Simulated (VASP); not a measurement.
# BN in VASP: further runs

Runs on BN. Level: PBE. Tasks: single point.

Everything below comes from runs of VASP 6.6.1. Logs are shortened: lines on timing, memory, paths and dates and some standing lists are left out, and cuts for length are marked.

### 1 The cell of the first run

The cell holds a slab with vacuum, 6 atoms: a = 2.563 Å, b = 3.625 Å, c = 18.563 Å, α = 90.00°, β = 90.00°, γ = 90.00°.

### 2 Single point, PBE

INCAR reads:

```
SYSTEM = BN
PREC = Accurate
ENCUT = 520
EDIFF = 1E-6
ISMEAR = -1
SIGMA = 0.02
LREAL = .FALSE.
LASPH = .TRUE.
NELM = 60
ALGO = Normal
ISIF = 2
LWAVE = .FALSE.
LCHARG = .TRUE.
LDIPOL = .TRUE.
IDIPOL = 3
DIPOL = 0.5 0.5 0.500
GGA = PE
LELF = .TRUE.
LVHAR = .TRUE.
LVACPOTAV = .TRUE.
NBANDS = 21
```

KPOINTS reads:

```
Automatic mesh
0
G
  12 8 1
  0 0 0
```

POSCAR reads:

```
BN
1.0
    2.5630581741      0.0000000000      0.0000000000
    0.0000000000      3.6247116310      0.0000000000
    0.0000000000      0.0000000000     18.5631000000
B N
3 3
Direct
    0.2500000000      0.0843064563      0.4402900143
    0.7500000000      0.6344127657      0.4999999856
    0.2500000000      0.0843065516      0.5597099609
    0.7500000000      0.9015453098      0.4292829434
    0.2500000000      0.3938833935      0.5000000186
    0.7500000000      0.9015455231      0.5707170773
```

Potentials or basis: VASP PAW PBE potentials, release 64 (B, N).

Command:

```console
cat potpaw_PBE.64/B/POTCAR potpaw_PBE.64/N/POTCAR > POTCAR
mpirun -np 1 vasp_std > vasp.out
```

OUTCAR:

```text
SYSTEM = BN
   PREC = Accurate
   ENCUT = 520
   EDIFF = 1E-6
   ISMEAR = -1
   LREAL = .FALSE.
   LASPH = .TRUE.
   NELM = 60
   ISIF = 2
   GGA = PE

 ion  position               nearest neighbor table
   1  0.250  0.084  0.440-   4 1.46   4 1.46   5 1.58
   2  0.750  0.634  0.500-   5 1.55   5 1.55   4 1.63   6 1.63
   3  0.250  0.084  0.560-   6 1.46   6 1.46   5 1.58
   4  0.750  0.902  0.429-   1 1.46   1 1.46   2 1.63
   5  0.250  0.394  0.500-   2 1.55   2 1.55   3 1.58   1 1.58
   6  0.750  0.902  0.571-   3 1.46   3 1.46   2 1.63

  LATTYP: Found a simple orthorhombic cell.
 ALAT       =     2.5630581741
 B/A-ratio  =     1.4142135624
 C/A-ratio  =     7.2425589819

  Lattice vectors:

 A1 = (   2.5630581741,   0.0000000000,   0.0000000000)
 A2 = (   0.0000000000,   3.6247116310,   0.0000000000)
 A3 = (   0.0000000000,   0.0000000000,  18.5631000000)

Analysis of symmetry for initial positions (statically):
=====================================================================
 Subroutine PRICEL returns:
 Original cell was already a primitive cell.

 Routine SETGRP: Setting up the symmetry group for a
 simple orthorhombic supercell.

 Subroutine GETGRP returns: Found  4 space group operations
 (whereof  2 operations were pure point group operations)
 out of a pool of  8 trial point group operations.

The static configuration has the point symmetry C_1h.
 The point group associated with its full space group is C_2v.

Analysis of symmetry for dynamics (positions and initial velocities):
=====================================================================
 Subroutine PRICEL returns:
 Original cell was already a primitive cell.

 Routine SETGRP: Setting up the symmetry group for a
 simple orthorhombic supercell.

 Subroutine GETGRP returns: Found  4 space group operations
 (whereof  2 operations were pure point group operations)
 out of a pool of  8 trial point group operations.

The dynamic configuration has the point symmetry C_1h.
 The point group associated with its full space group is C_2v.

 Subroutine INISYM returns: Found  4 space group operations
 (whereof  2 operations are pure point group operations),
 and found     1 'primitive' translations

----------------------------------------------------------------------------------------

                                     Primitive cell

  volume of cell :     172.4576

  direct lattice vectors                    reciprocal lattice vectors
     2.563058174  0.000000000  0.000000000     0.390158916  0.000000000  0.000000000
     0.000000000  3.624711631  0.000000000     0.000000000  0.275884016  0.000000000
     0.000000000  0.000000000 18.563100000     0.000000000  0.000000000  0.053870313

  length of vectors
     2.563058174  3.624711631 18.563100000     0.390158916  0.275884016  0.053870313

  position of ions in fractional coordinates (direct lattice)
     0.250000000  0.084306456  0.440290014
     0.750000000  0.634412766  0.499999986
     0.250000000  0.084306552  0.559709961
     0.750000000  0.901545310  0.429282943
     0.250000000  0.393883393  0.500000019
     0.750000000  0.901545523  0.570717077

  ion indices of the primitive-cell ions
   primitive index   ion index
                 1           1
                 2           2
                 3           3
                 4           4
                 5           5
                 6           6

----------------------------------------------------------------------------------------

 KPOINTS: Automatic mesh

Automatic generation of k-mesh.
 Grid dimensions read from file:
 generate k-points for:   12    8    1

 Generating k-lattice:

  Cartesian coordinates                     Fractional coordinates (reciprocal lattice)
     0.032513243  0.000000000  0.000000000     0.083333333  0.000000000  0.000000000
     0.000000000  0.034485502  0.000000000     0.000000000  0.125000000  0.000000000
     0.000000000  0.000000000  0.053870313     0.000000000  0.000000000  1.000000000

  Length of vectors
     0.032513243  0.034485502  0.053870313

  Shift w.r.t. Gamma in fractional coordinates (k-lattice)
     0.000000000  0.000000000  0.000000000

 Subroutine IBZKPT returns following result:
 ===========================================

 Found     35 irreducible k-points:

 Following reciprocal coordinates:
            Coordinates               Weight
  0.000000  0.000000  0.000000      1.000000
  0.083333  0.000000  0.000000      2.000000
  0.166667  0.000000  0.000000      2.000000
  0.250000  0.000000  0.000000      2.000000
  0.333333  0.000000  0.000000      2.000000
  0.416667  0.000000  0.000000      2.000000
[... 16 lines left out ...]
  0.083333  0.375000  0.000000      4.000000
  0.166667  0.375000  0.000000      4.000000
 [... further k-points ...]
   k-points           NKPTS =     35   k-points in BZ     NKDIM =     35   number of bands    NBANDS=     21
   number of dos      NEDOS =    301   number of ions     NIONS =      6
   total plane-waves  NPLWV =  78400
   dimension x,y,z NGX =    20 NGY =   28 NGZ =  140
   dimension x,y,z NGXF=    40 NGYF=   56 NGZF=  280
   ions per type =               3   3
   NGX,Y,Z   is equivalent  to a cutoff of  12.97, 12.84, 12.54 a.u.
   NGXF,Y,Z  is equivalent  to a cutoff of  25.94, 25.68, 25.08 a.u.
 SYSTEM =  BN
   PREC   = accura    normal or accurate (medium, high low for compatibility)
   ISTART =      0    job   : 0-new  1-cont  2-samecut
   ICHARG =      2    charge: 1-file 2-atom 10-const
   ISPIN  =      1    spin polarized calculation?
   LNONCOLLINEAR =      F non collinear calculations
   LSORBIT =      F    spin-orbit coupling
   LASPH  =      T    aspherical Exc in radial PAW
   ENCUT  =  520.0 eV  38.22 Ry    6.18 a.u.   4.77  6.74 34.52*2*pi/ulx,y,z
   NELM   =     60;   NELMIN=  2; NELMDL= -5     # of ELM steps
   EDIFF  = 0.1E-05   stopping-criterion for ELM
   LREAL  =      F    real-space projection
   EDIFFG = 0.1E-04   stopping-criterion for IOM
   NSW    =      0    number of steps for IOM
   IBRION =     -1    ionic relax: 0-MD 1-quasi-New 2-CG
   NFREE  =      0    steps in history (QN), initial steepest desc. (CG)
   ISIF   =      2    stress and relaxation
   ISYM   =      2    0-nonsym 1-usesym 2-fastsym
   POTIM  = 0.5000    time-step for ionic-motion
   TEBEG  =    0.0;   TEEND  =   0.0 temperature during run
   PSTRESS=    0.0 pullay stress
   NELECT =      24.0000    total number of electrons
   NUPDOWN=      -1.0000    fix difference up-down
   EMIN   =  10.00;   EMAX   =-10.00  energy-range for DOS
   EFERMI =   0.00;   METHOD = LEGACY
   ISMEAR =    -1;   SIGMA  =   0.02  broadening in eV -4-tet -1-fermi 0-gaus
   EFERMI_NEDOS =   21; number of points for ismear=-14 and -15
   IALGO  =     38    algorithm
   IMIX   =      4    mixing-type and parameters
     AMIX     =   0.40;   BMIX     =  1.00
     AMIX_MAG =   1.60;   BMIX_MAG =  1.00
  volume/ion in A,a.u.               =      28.74       193.97
  Fermi-wavevector in a.u.,A,eV,Ry     =   0.848368  1.603184  9.792505  0.719729
  Thomas-Fermi vector in A             =   1.964021
   LORBIT       =      0    0 simple, 1 ext, 2 COOP (PROOUT), +10 PAW based schemes
   GGA     = PE    functional components
   LHFCALC =     F    Hartree Fock is set to
   AEXX    =    0.0000 exact exchange contribution
   IVDW    =     0    specifies the selected vdW correction
   LEPSILON=     F    determine dielectric tensor
   LRPA    =     F    only Hartree local field effects (RPA)
 non-spin polarized calculation
  energy-cutoff  :      520.00
  volume of cell :      172.46
 maximum number of plane-waves:      4680
 NGX is ok and might be reduce to    20
   NGX =  9   NGY = 13   NGZ = 69

 number of electron      24.0000000 magnetization

 dipolmoment           0.000000      0.000000     -0.000001 electrons x Angstroem

 Free energy of the ion-electron system (eV)
  ---------------------------------------------------
  ext. energy  EPLUGINS =         0.00000000
  ---------------------------------------------------
  free energy    TOTEN  =       -48.84228143 eV

  energy without entropy =      -48.84228134  energy(sigma->0) =      -48.84228138

 E-fermi :  -3.0889     XC(G=0):  -3.5681

 val. band max:       -3.3272740949   @ k =   0.0000   0.5000   0.0000
 cond. band min:      -2.8536830260   @ k =   0.5000   0.0000   0.0000
 fundamental gap:      0.4735910690
 Fermi energy:        -3.0888725769

 k-point     1 :       0.0000    0.0000    0.0000
  band No.  band energies     occupation
      1     -23.0195      2.00000
      2     -19.4962      2.00000
      3     -18.2650      2.00000
      4     -11.9872      2.00000
      5      -9.8189      2.00000
      6      -9.4025      2.00000
[... 13 lines left out ...]
     20       5.8654      0.00000
     21       6.3811      0.00000

 k-point     2 :       0.0833    0.0000    0.0000
  band No.  band energies     occupation
      1     -22.9150      2.00000
      2     -19.4164      2.00000
      3     -18.2271      2.00000
      4     -11.9109      2.00000
      5      -9.7089      2.00000
      6      -9.3463      2.00000
[... 13 lines left out ...]
     20       5.5801      0.00000
     21       6.3632      0.00000

 k-point     3 :       0.1667    0.0000    0.0000
  band No.  band energies     occupation
      1     -22.6047      2.00000
      2     -19.1849      2.00000
      3     -18.1427      2.00000
      4     -11.6875      2.00000
      5     -10.1961      2.00000
      6      -9.3921      2.00000
[... 13 lines left out ...]
     20       5.5559      0.00000
     21       6.6903      0.00000

 k-point     4 :       0.2500    0.0000    0.0000
  band No.  band energies     occupation
      1     -22.0993      2.00000
      2     -18.8292      2.00000
      3     -18.1109      2.00000
      4     -11.3771      2.00000
      5     -11.2326      2.00000
      6      -9.8616      2.00000
[... 13 lines left out ...]
     20       6.1214      0.00000
     21       6.2145      0.00000

 k-point     5 :       0.3333    0.0000    0.0000
  band No.  band energies     occupation
      1     -21.4221      2.00000
      2     -18.4093      2.00000
      3     -18.3000      2.00000
      4     -11.9839      2.00000
      5     -10.8872      2.00000
      6     -10.8634      2.00000
[... 13 lines left out ...]
     20       6.7607      0.00000
     21       7.0772      0.00000

 k-point     6 :       0.4167    0.0000    0.0000
  band No.  band energies     occupation
      1     -20.6251      2.00000
      2     -18.8196      2.00000
      3     -18.0391      2.00000
      4     -12.0604      2.00000
      5     -11.6514      2.00000
      6     -10.7009      2.00000
[... 13 lines left out ...]
     20       7.1219      0.00000
     21       7.3105      0.00000

 k-point     7 :       0.5000    0.0000    0.0000
  band No.  band energies     occupation
      1     -20.0000      2.00000
      2     -19.3687      2.00000
      3     -17.8842      2.00000
      4     -11.9532      2.00000
      5     -11.6843      2.00000
      6     -11.3748      2.00000
[... 13 lines left out ...]
     20       7.9125      0.00000
     21       8.1709      0.00000
[... 291 lines left out ...]
      1     -20.2861      2.00000
      2     -18.8607      2.00000
      3     -17.9406      2.00000
      4     -13.2959      2.00000
      5     -11.7509      2.00000
      6     -11.4258      2.00000
[... 13 lines left out ...]
     20       7.3867      0.00000
     21       8.0207      0.00000

 k-point    21 :       0.5000    0.2500    0.0000
  band No.  band energies     occupation
      1     -19.7587      2.00000
      2     -19.1896      2.00000
      3     -17.7950      2.00000
      4     -13.2616      2.00000
      5     -12.2899      2.00000
      6     -11.7103      2.00000
[... 13 lines left out ...]
     20       8.5814      0.00000
     21       8.5986      0.00000

 k-point    22 :       0.0000    0.3750    0.0000
  band No.  band energies     occupation
      1     -22.0135      2.00000
      2     -20.2160      2.00000
      3     -19.2123      2.00000
      4     -11.8384      2.00000
      5     -11.7652      2.00000
      6      -7.9083      2.00000
[... 13 lines left out ...]
     20       6.1002      0.00000
     21       6.5225      0.00000

 k-point    23 :       0.0833    0.3750    0.0000
  band No.  band energies     occupation
      1     -21.9151      2.00000
      2     -20.1341      2.00000
      3     -19.1373      2.00000
      4     -11.8062      2.00000
      5     -11.6574      2.00000
      6      -8.4987      2.00000
[... 13 lines left out ...]
     20       6.2381      0.00000
     21       6.7056      0.00000

 k-point    24 :       0.1667    0.3750    0.0000
  band No.  band energies     occupation
      1     -21.6253      2.00000
      2     -19.8998      2.00000
      3     -18.9202      2.00000
      4     -11.8170      2.00000
      5     -11.3392      2.00000
      6      -9.4372      2.00000
[... 13 lines left out ...]
     20       6.6196      0.00000
     21       7.0697      0.00000

 [... further k-points ...]

------------------------ aborting loop because EDIFF is reached ----------------------------------------

  FORCE on cell =-STRESS in cart. coord.  units (eV):
  Direction    XX          YY          ZZ          XY          YZ          ZX
  --------------------------------------------------------------------------------------
  -------------------------------------------------------------------------------------
  Total       -3.3751762     -0.3760514     -0.0169181      0.0000000      0.0000000      0.0000000
  in kB      -31.3562847     -3.4936180     -0.1571735      0.0000000      0.0000000      0.0000000
  external PRESSURE =     -11.6690254 kB  Pullay stress =       0.0000000 kB

 VOLUME and BASIS-vectors are now :
 -----------------------------------------------------------------------------
  energy-cutoff  :      520.00
  volume of cell :      172.46
      direct lattice vectors                 reciprocal lattice vectors
     2.563058174  0.000000000  0.000000000     0.390158916  0.000000000  0.000000000
     0.000000000  3.624711631  0.000000000     0.000000000  0.275884016  0.000000000
     0.000000000  0.000000000 18.563100000     0.000000000  0.000000000  0.053870313

 POSITION                                       TOTAL-FORCE (eV/Angst)
 -----------------------------------------------------------------------------------
      0.64076      0.30559      8.17315        -0.000000      0.002798     -0.027488
      1.92229      2.29956      9.28155        -0.000000     -0.008448      0.000000
      0.64076      0.30559     10.38995        -0.000000      0.002798      0.027488
      1.92229      3.26784      7.96882         0.000000     -0.000755      0.008363
      0.64076      1.42771      9.28155        -0.000000      0.004361      0.000000
      1.92229      3.26784     10.59428        -0.000000     -0.000755     -0.008363
 -----------------------------------------------------------------------------------
    total drift:                                0.000000      0.000302     -0.000610

  FREE ENERGIE OF THE ION-ELECTRON SYSTEM (eV)
  ---------------------------------------------------
  free  energy   TOTEN  =       -48.8422814266 eV

  energy  without entropy=      -48.8422813417  energy(sigma->0) =      -48.84228138

 vacuum level on the upper side and lower side of the slab         2.906         2.906
```

It took 90 s on 1 thread of AMD EPYC 9R45 (Zen 5), shared host; peak memory 0.28 GiB.

Results:

| Item | Value |
| --- | --- |
| Free energy | -48.8423 eV |
| Largest force | 0.028 eV/Å |
| Band gap on the k mesh | 0.47 eV (least direct gap 0.66 eV) |

Forces in eV/Å, atoms in the order of the input:
```
B    0.000  0.003 -0.027
B    0.000 -0.008  0.000
B    0.000  0.003  0.027
N    0.000 -0.001  0.008
N    0.000  0.004  0.000
N    0.000 -0.001 -0.008
```

Levels at points of the mesh, in eV from the valence-band top:
| k point | band 10 | band 11 | band 12 | band 13 | band 14 | band 15 |
| --- | --- | --- | --- | --- | --- | --- |
| (0.00, 0.00, 0.00) | -1.86 | -1.61 | -0.51 | 3.62 | 5.11 | 5.57 |
| (0.50, 0.00, 0.00) | -3.54 | -1.99 | -0.19 | 0.47 | 4.32 | 6.74 |
| (0.00, 0.50, 0.00) | -3.02 | -1.76 | 0.00 | 3.61 | 5.00 | 7.08 |
| (0.50, 0.50, 0.00) | -4.13 | -1.14 | -0.13 | 2.24 | 4.66 | 8.44 |

Caveat: semilocal functionals underestimate gaps, and a narrow one can read as zero.

[end of part 1 of 2]
